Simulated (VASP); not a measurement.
Write the native input for VASP 6.6.1 that does the following.

```
Task                   : single point
Functional             : LDA
Potentials or basis    : VASP PAW LDA potentials, release 64 (Sr_sv)
Cutoff                 : 520 eV
k mesh                 : 12 × 12 × 8
Occupations            : gaussian, width 0.15 eV
Spin                   : no spin polarisation
Dipole correction      : no
Further INCAR settings : ALGO = Fast; EDIFF = 1e-06; NBANDS = 17
```

The structure of Sr lies in POSCAR:

```
Sr
1.0
    4.1980417077      0.0000000000      0.0000000000
   -2.0990208539      3.5528298300      0.0000000000
    0.0000000000      0.0000000000      6.7154259278
Sr
2
Direct
    0.3333333333      0.6666666667      0.2500000000
    0.6666666667      0.3333333333      0.7500000000
```

These files were run (other wordings do the same):

INCAR

```
PREC     = Accurate       # precision mode
ENCUT    = 520            # plane-wave cutoff, eV
EDIFF    = 1E-6           # SCF threshold, eV
ISMEAR   = 0              # smearing method
SIGMA    = 0.15           # smearing width, eV
LREAL    = False          # projectors in reciprocal space
LASPH    = True           # aspherical terms in the spheres
NELM     = 60             # most SCF steps
ALGO     = Fast           # electronic algorithm
ISIF     = 2              # what is computed and relaxed
LWAVE    = False          # write WAVECAR
LCHARG   = False          # write CHGCAR
NBANDS   = 17             # bands
```

KPOINTS

```
Automatic mesh
0
Gamma
  12 12 8
```

Potentials or basis: VASP PAW LDA potentials, release 64 (Sr_sv).

Launch:

```bash
$ cat potpaw_LDA.64/Sr_sv/POTCAR > POTCAR
$ mpirun -np 1 vasp_std > vasp.out
```

It gave:

```
Pressure               : -0.3 GPa
Largest force          : 0.023 eV/Å
Band gap on the k mesh : zero (bands 10 and 11 overlap by 0.17 eV)
```

Run time: 4.3 min on 1 thread of Intel(R) Xeon(R) Platinum 8259CL CPU @ 2.50GHz (Skylake/Cascade Lake), with other jobs on the host, peak memory 0.41 GiB.
